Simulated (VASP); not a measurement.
# AlN (P6_3/mmc) in VASP: further runs

Runs on AlN. Level: PBEsol. Tasks: single point.

All numbers are computed with VASP 6.6.1; they aren't measurements. Logs are shortened: lines on timing, memory, paths and dates and some standing lists are left out, and cuts for length are marked.

## Step 1: The cell of the first run

Symmetry: P6_3/mmc, No. 194, hexagonal system. Conventional cell: a = 3.307 Å, b = 3.307 Å, c = 3.828 Å, α = 90.00°, β = 90.00°, γ = 120.00°. Al (site symmetry -6m2) has 5 N at 1.91 Å within 2.5 Å. N (site symmetry -6m2) has 5 Al at 1.91 Å within 2.5 Å.

## Step 2: Single point, PBEsol (volume 9.066 Å^3 an atom, c/a of the conventional cell 1.1574)

INCAR reads:

```
  PREC = Accurate
  ENCUT = 520
  EDIFF = 1E-6
  ISMEAR = 0
  SIGMA = 0.05
  LREAL = F
  LASPH = T
  NELM = 60
  ALGO = Normal
  ISIF = 2
  LWAVE = F
  LCHARG = F
  GGA = PS
  NBANDS = 16
```

KPOINTS reads:

```
Automatic mesh
0
Gamma
  9 9 6
```

POSCAR reads:

```
AlN
1.0
    3.3074036304      0.0000000000      0.0000000000
   -1.6537018152      2.8642955645      0.0000000000
    0.0000000000      0.0000000000      3.8279889619
Al N
2 2
Direct
    0.3333333333      0.6666666667      0.7500000000
    0.6666666667      0.3333333333      0.2500000000
    0.3333333333      0.6666666667      0.2500000000
    0.6666666667      0.3333333333      0.7500000000
```

Potentials or basis: VASP PAW PBE potentials, release 64 (Al, N).

Command:

```
cat potpaw_PBE.64/Al/POTCAR potpaw_PBE.64/N/POTCAR > POTCAR
mpirun -np 1 vasp_std > vasp.out
```

OUTCAR:

```text
PREC = Accurate
   ENCUT = 520
   EDIFF = 1E-6
   ISMEAR = 0
   LREAL = F
   LASPH = T
   NELM = 60
   ISIF = 2
   GGA = PS

 ion  position               nearest neighbor table
   1  0.333  0.667  0.750-   4 1.91   4 1.91   4 1.91   3 1.91   3 1.91   2 2.70   2 2.70   2 2.70
                             2 2.70   2 2.70   2 2.70
   2  0.667  0.333  0.250-   3 1.91   3 1.91   3 1.91   4 1.91   4 1.91   1 2.70   1 2.70   1 2.70
                             1 2.70   1 2.70   1 2.70
   3  0.333  0.667  0.250-   2 1.91   2 1.91   2 1.91   1 1.91   1 1.91
   4  0.667  0.333  0.750-   1 1.91   1 1.91   1 1.91   2 1.91   2 1.91

  LATTYP: Found a hexagonal cell.
 ALAT       =     3.3074036304
 C/A-ratio  =     1.1574000000

  Lattice vectors:

 A1 = (   3.3074036304,   0.0000000000,   0.0000000000)
 A2 = (  -1.6537018152,   2.8642955645,   0.0000000000)
 A3 = (   0.0000000000,   0.0000000000,   3.8279889619)

Analysis of symmetry for initial positions (statically):
=====================================================================
 Subroutine PRICEL returns:
 Original cell was already a primitive cell.

 Routine SETGRP: Setting up the symmetry group for a
 hexagonal supercell.

 Subroutine GETGRP returns: Found 24 space group operations
 (whereof 12 operations were pure point group operations)
 out of a pool of 24 trial point group operations.

The static configuration has the point symmetry D_3d.
 The point group associated with its full space group is D_6h.

Analysis of symmetry for dynamics (positions and initial velocities):
=====================================================================
 Subroutine PRICEL returns:
 Original cell was already a primitive cell.

 Routine SETGRP: Setting up the symmetry group for a
 hexagonal supercell.

 Subroutine GETGRP returns: Found 24 space group operations
 (whereof 12 operations were pure point group operations)
 out of a pool of 24 trial point group operations.

The dynamic configuration has the point symmetry D_3d.
 The point group associated with its full space group is D_6h.

 Subroutine INISYM returns: Found 24 space group operations
 (whereof 12 operations are pure point group operations),
 and found     1 'primitive' translations

----------------------------------------------------------------------------------------

                                     Primitive cell

[... 90 lines left out ...]
   LSORBIT =      F    spin-orbit coupling
   LASPH  =      T    aspherical Exc in radial PAW
   ENCUT  =  520.0 eV  38.22 Ry    6.18 a.u.   6.15  6.15  7.12*2*pi/ulx,y,z
   NELM   =     60;   NELMIN=  2; NELMDL= -5     # of ELM steps
   EDIFF  = 0.1E-05   stopping-criterion for ELM
   LREAL  =      F    real-space projection
   EDIFFG = 0.1E-04   stopping-criterion for IOM
   NSW    =      0    number of steps for IOM
   IBRION =     -1    ionic relax: 0-MD 1-quasi-New 2-CG
   NFREE  =      0    steps in history (QN), initial steepest desc. (CG)
   ISIF   =      2    stress and relaxation
   ISYM   =      2    0-nonsym 1-usesym 2-fastsym
   POTIM  = 0.5000    time-step for ionic-motion
   TEBEG  =    0.0;   TEEND  =   0.0 temperature during run
   PSTRESS=    0.0 pullay stress
   NELECT =      16.0000    total number of electrons
   NUPDOWN=      -1.0000    fix difference up-down
   EMIN   =  10.00;   EMAX   =-10.00  energy-range for DOS
   EFERMI =   0.00;   METHOD = LEGACY
   ISMEAR =     0;   SIGMA  =   0.05  broadening in eV -4-tet -1-fermi 0-gaus
   EFERMI_NEDOS =   21; number of points for ismear=-14 and -15
   IALGO  =     38    algorithm
   IMIX   =      4    mixing-type and parameters
     AMIX     =   0.40;   BMIX     =  1.00
     AMIX_MAG =   1.60;   BMIX_MAG =  1.00
  volume/ion in A,a.u.               =       9.07        61.18
  Fermi-wavevector in a.u.,A,eV,Ry     =   1.246301  2.355167 21.133467  1.553266
  Thomas-Fermi vector in A             =   2.380484
   LORBIT       =      0    0 simple, 1 ext, 2 COOP (PROOUT), +10 PAW based schemes
   GGA     = PS    functional components
   LHFCALC =     F    Hartree Fock is set to
   AEXX    =    0.0000 exact exchange contribution
   IVDW    =     0    specifies the selected vdW correction
   LEPSILON=     F    determine dielectric tensor
   LRPA    =     F    only Hartree local field effects (RPA)
 non-spin polarized calculation
 Gauss-broadening in eV      SIGMA  =   0.05
  energy-cutoff  :      520.00
  volume of cell :       36.26
 maximum number of plane-waves:       990
 NGX is ok and might be reduce to    28
   NGX = 13   NGY = 13   NGZ = 15

 number of electron      16.0000003 magnetization

 Free energy of the ion-electron system (eV)
  ---------------------------------------------------
  ext. energy  EPLUGINS =         0.00000000
  ---------------------------------------------------
  free energy    TOTEN  =       -30.65975361 eV

  energy without entropy =      -30.65975361  energy(sigma->0) =      -30.65975361

 E-fermi :   8.7484     XC(G=0): -11.7476

 val. band max:        8.5058121532   @ k =   0.0000   0.0000   0.0000
 cond. band min:      12.5200372172   @ k =   0.0000   0.0000   0.0000
 fundamental gap:      4.0142250640
 Fermi energy:         8.7483790361

 k-point     1 :       0.0000    0.0000    0.0000
  band No.  band energies     occupation
      1      -8.6661      2.00000
      2      -4.0634      2.00000
      3       1.6449      2.00000
      4       5.0148      2.00000
      5       5.0148      2.00000
      6       7.2470      2.00000
[... 433 lines left out ...]
      3       1.6766      2.00000
      4       3.0166      2.00000
      5       3.0166      2.00000
      6       6.2060      2.00000
[... 8 lines left out ...]
     15      20.8020      0.00000
     16      23.2536      0.00000

 [... further k-points ...]
[... 5 lines left out ...]
  --------------------------------------------------------------------------------------
  -------------------------------------------------------------------------------------
  Total        2.5123405      2.5123405      8.2789353      0.0000000     -0.0000000      0.0000000
  in kB      110.9975438    110.9975438    365.7710801      0.0000000     -0.0000000      0.0000000
  external PRESSURE =     195.9220559 kB  Pullay stress =       0.0000000 kB

 VOLUME and BASIS-vectors are now :
 -----------------------------------------------------------------------------
  energy-cutoff  :      520.00
  volume of cell :       36.26
      direct lattice vectors                 reciprocal lattice vectors
     3.307403630  0.000000000  0.000000000     0.302351969  0.174562991  0.000000000
    -1.653701815  2.864295564  0.000000000     0.000000000  0.349125981  0.000000000
     0.000000000  0.000000000  3.827988962     0.000000000  0.000000000  0.261233773

 POSITION                                       TOTAL-FORCE (eV/Angst)
 -----------------------------------------------------------------------------------
     -0.00000      1.90953      2.87099        -0.000000      0.000000      0.000000
      1.65370      0.95477      0.95700         0.000000     -0.000000      0.000000
     -0.00000      1.90953      0.95700        -0.000000     -0.000000      0.000000
      1.65370      0.95477      2.87099         0.000000      0.000000      0.000000
 -----------------------------------------------------------------------------------
    total drift:                               -0.000000     -0.000000     -0.000000

  FREE ENERGIE OF THE ION-ELECTRON SYSTEM (eV)
  ---------------------------------------------------
  free  energy   TOTEN  =       -30.6597536129 eV

  energy  without entropy=      -30.6597536129  energy(sigma->0) =      -30.65975361
```

It took 25 s on 1 thread of AMD EPYC 7R13 (Zen 3), shared host; peak memory 0.13 GiB.

What came out:

| Property | Result |
| --- | --- |
| Free energy | -30.6598 eV |
| Pressure | 19.6 GPa |
| Band gap on the k mesh | 4.01 eV, direct |

Caveat: the PAW data sets were made with another functional, which shifts forces and pressure a little.

## Step 3: Single point, PBEsol (volume 8.597 Å^3 an atom, c/a of the conventional cell 1.3158)

INCAR reads:

```
SYSTEM = AlN
PREC = Accurate ; ENCUT = 520
EDIFF = 1E-7 ; ISMEAR = 0
SIGMA = 0.05 ; LREAL = .False.
LASPH = .True. ; NELM = 100
ALGO = Normal ; ISIF = 2
LWAVE = .False. ; LCHARG = .False.
GGA = PS ; NBANDS = 16
```

KPOINTS reads:

```
Automatic mesh
0
Gamma
  9 9 6
  0 0 0
```

POSCAR reads:

```
AlN
1.0
    3.1133561294      0.0000000000      0.0000000000
   -1.5566780647      2.6962454991      0.0000000000
    0.0000000000      0.0000000000      4.0965539951
Al N
2 2
Direct
    0.3333333333      0.6666666667      0.7500000000
    0.6666666667      0.3333333333      0.2500000000
    0.3333333333      0.6666666667      0.2500000000
    0.6666666667      0.3333333333      0.7500000000
```

Potentials or basis: VASP PAW PBE potentials, release 64 (Al, N).

Command:

```
cat potpaw_PBE.64/Al/POTCAR potpaw_PBE.64/N/POTCAR > POTCAR
mpirun -np 1 vasp_std > vasp.out
```

Run time: 12 s. Hardware: 1 thread of Intel Xeon 6975P-C, shared host; peak memory 0.15 GiB.

It converged, with:

- Free energy: -30.3673 eV
- Pressure: 38.3 GPa
- Band gap on the k mesh: 4.23 eV, direct

Stress tensor (GPa, compression positive):
```
46.67  0.00  0.00
 0.00 46.67  0.00
 0.00  0.00 21.58
```

Levels at points of the mesh, in eV from the valence-band top:
```csv
k point,band 6,band 7,band 8,band 9,band 10,band 11
"(0.00, 0.00, 0.00)",-2.12,-2.12,0.00,4.23,5.65,9.10
"(0.00, 0.00, 0.50)",-2.96,-2.96,-2.96,6.46,6.46,9.23
```

Caveat: the PAW data sets were made with another functional, which shifts forces and pressure a little. A k mesh can miss the band edges.

## Step 4: Single point, PBEsol (volume 8.597 Å^3 an atom, c/a of the conventional cell 1.1574)

INCAR reads:

```
ALGO     = Normal         # electronic algorithm
EDIFF    = 1E-6           # SCF threshold, eV
ENCUT    = 520            # plane-wave cutoff, eV
GGA      = PS             # functional
ISIF     = 2              # what is computed and relaxed
ISMEAR   = 0              # smearing method
LASPH    = True           # aspherical terms in the spheres
LCHARG   = True           # write CHGCAR
LELF     = True           # ELF
LREAL    = False          # projectors in reciprocal space
LVHAR    = True         
LWAVE    = False          # write WAVECAR
NBANDS   = 16             # bands
NELM     = 100            # most SCF steps
PREC     = Accurate       # precision mode
SIGMA    = 0.05           # smearing width, eV
```

KPOINTS reads:

```
k-points
0
Gamma
  9 9 6
```

POSCAR reads:

```
AlN
1.0
    3.2493583003      0.0000000000      0.0000000000
   -1.6246791502      2.8140268341      0.0000000000
    0.0000000000      0.0000000000      3.7608072968
Al N
2 2
Direct
    0.3333333333      0.6666666667      0.7500000000
    0.6666666667      0.3333333333      0.2500000000
    0.3333333333      0.6666666667      0.2500000000
    0.6666666667      0.3333333333      0.7500000000
```

Potentials or basis: VASP PAW PBE potentials, release 64 (Al, N).

Command:

```
cat potpaw_PBE.64/Al/POTCAR potpaw_PBE.64/N/POTCAR > POTCAR
mpirun -np 1 vasp_std > vasp.out
```

OUTCAR:

```text
EDIFF = 1E-6
   ENCUT = 520
   GGA = PS
   ISIF = 2
   ISMEAR = 0
   LASPH = True
   LREAL = False
   NELM = 100
   PREC = Accurate

 ion  position               nearest neighbor table
   1  0.333  0.667  0.750-   4 1.88   4 1.88   4 1.88   3 1.88   3 1.88   2 2.66   2 2.66   2 2.66
                             2 2.66   2 2.66   2 2.66
   2  0.667  0.333  0.250-   3 1.88   3 1.88   3 1.88   4 1.88   4 1.88   1 2.66   1 2.66   1 2.66
                             1 2.66   1 2.66   1 2.66
   3  0.333  0.667  0.250-   2 1.88   2 1.88   2 1.88   1 1.88   1 1.88
[... 655 lines left out ...]
 [... further k-points ...]
[... 5 lines left out ...]
  --------------------------------------------------------------------------------------
  -------------------------------------------------------------------------------------
  Total        5.6037132      5.6037132     12.3445956     -0.0000000      0.0000000      0.0000000
  in kB      261.0835823    261.0835823    575.1492174     -0.0000000      0.0000000      0.0000000
  external PRESSURE =     365.7721274 kB  Pullay stress =       0.0000000 kB

 VOLUME and BASIS-vectors are now :
 -----------------------------------------------------------------------------
  energy-cutoff  :      520.00
  volume of cell :       34.39
      direct lattice vectors                 reciprocal lattice vectors
     3.249358300  0.000000000  0.000000000     0.307753072  0.177681319  0.000000000
    -1.624679150  2.814026834  0.000000000     0.000000000  0.355362638  0.000000000
     0.000000000  0.000000000  3.760807297     0.000000000  0.000000000  0.265900356

 POSITION                                       TOTAL-FORCE (eV/Angst)
 -----------------------------------------------------------------------------------
     -0.00000      1.87602      2.82061        -0.000000      0.000000      0.000000
      1.62468      0.93801      0.94020         0.000000     -0.000000      0.000000
     -0.00000      1.87602      0.94020         0.000000     -0.000000      0.000000
      1.62468      0.93801      2.82061         0.000000      0.000000      0.000000
 -----------------------------------------------------------------------------------
    total drift:                                0.000000     -0.000000      0.000000

  FREE ENERGIE OF THE ION-ELECTRON SYSTEM (eV)
  ---------------------------------------------------
  free  energy   TOTEN  =       -30.3336306975 eV

  energy  without entropy=      -30.3336306975  energy(sigma->0) =      -30.33363070
```

OSZICAR:

```text
N       E                     dE             d eps       ncg     rms          rms(c)
DAV:   1     0.435299437111E+02    0.43530E+02   -0.75230E+03  1536   0.911E+02
DAV:   2    -0.320427391621E+02   -0.75573E+02   -0.69442E+02  2240   0.201E+02
DAV:   3    -0.352487236655E+02   -0.32060E+01   -0.31950E+01  1872   0.414E+01
DAV:   4    -0.352660934879E+02   -0.17370E-01   -0.17369E-01  1936   0.344E+00
DAV:   5    -0.352663012019E+02   -0.20771E-03   -0.20771E-03  1920   0.380E-01    0.124E+01
DAV:   6    -0.304668274838E+02    0.47995E+01   -0.84560E+00  1976   0.223E+01    0.447E+00
DAV:   7    -0.303824291269E+02    0.84398E-01   -0.10844E+00  1872   0.676E+00    0.309E+00
DAV:   8    -0.303450100500E+02    0.37419E-01   -0.14312E-01  1760   0.289E+00    0.829E-01
DAV:   9    -0.303333193412E+02    0.11691E-01   -0.30827E-02  1936   0.135E+00    0.258E-01
DAV:  10    -0.303337314459E+02   -0.41210E-03   -0.27676E-03  1776   0.354E-01    0.162E-01
DAV:  11    -0.303336346127E+02    0.96833E-04   -0.14195E-04  1888   0.945E-02    0.395E-02
DAV:  12    -0.303336312083E+02    0.34044E-05   -0.94748E-06  1928   0.226E-02    0.946E-03
DAV:  13    -0.303336306975E+02    0.51087E-06   -0.21648E-06  1800   0.107E-02
   1 F= -.30333631E+02 E0= -.30333631E+02  d E =-.723847E-12
```

stdout:

```text
POSCAR found type information on POSCAR AlN
 POSCAR found :  2 types and       4 ions
 scaLAPACK will be used
 -----------------------------------------------------------------------------
|                                                                             |
|                                                                             |
|     You enforced a specific xc type in the INCAR file but a different       |
|     I HOPE YOU KNOW WHAT YOU ARE DOING!                                     |
|                                                                             |
 -----------------------------------------------------------------------------

 LDA part: xc-table for (Slater+PW92), standard interpolation
 POSCAR, INCAR and KPOINTS ok, starting setup
 FFT: planning ... GRIDC
 FFT: planning ... GRID_SOFT
 FFT: planning ... GRID
 WAVECAR not read
 entering main loop
```

Wall time 12 s (1 thread of Intel Xeon 6975P-C, shared host); peak memory 0.15 GiB.

Results:

```yaml
Free_energy: -30.3336 eV
Pressure: 36.6 GPa
Band_gap_on_the_k_mesh: 4.32 eV, direct
```

Levels at points of the mesh, in eV from the valence-band top:
```
           k point  band 6  band 7  band 8  band 9  band 10  band 11
(0.00, 0.00, 0.00)   -1.40   -1.40    0.00    4.32     5.70     8.88
(0.00, 0.00, 0.50)   -2.60   -2.60   -2.60    6.64     6.64     8.75
```

Caveat: the PAW data sets were made with another functional, which shifts forces and pressure a little. A k mesh can miss the band edges.

## Step 5: Overview

| cell | gap on the mesh (eV) | pressure (GPa) |
| --- | --- | --- |
| a = 3.307, b = 3.307, c = 3.828 Å, angles 90.0, 90.0, 120.0°, 4 atoms | 4.01 | 19.6 |
| a = 3.113, b = 3.113, c = 4.097 Å, angles 90.0, 90.0, 120.0°, 4 atoms | 4.23 | 38.3 |
| a = 3.249, b = 3.249, c = 3.761 Å, angles 90.0, 90.0, 120.0°, 4 atoms | 4.32 | 36.6 |

Alike in all rows: task single point; level PBEsol; potentials or basis VASP PAW PBE potentials, release 64 (Al, N); no spin polarisation; k mesh 9 × 9 × 6; cutoff (eV) 520; smearing gaussian 0.05 eV.

Caveats: the PAW data sets were made with another functional, which shifts forces and pressure a little.

Total energies depend on the potentials used, so only differences within one code and one set of settings carry meaning.
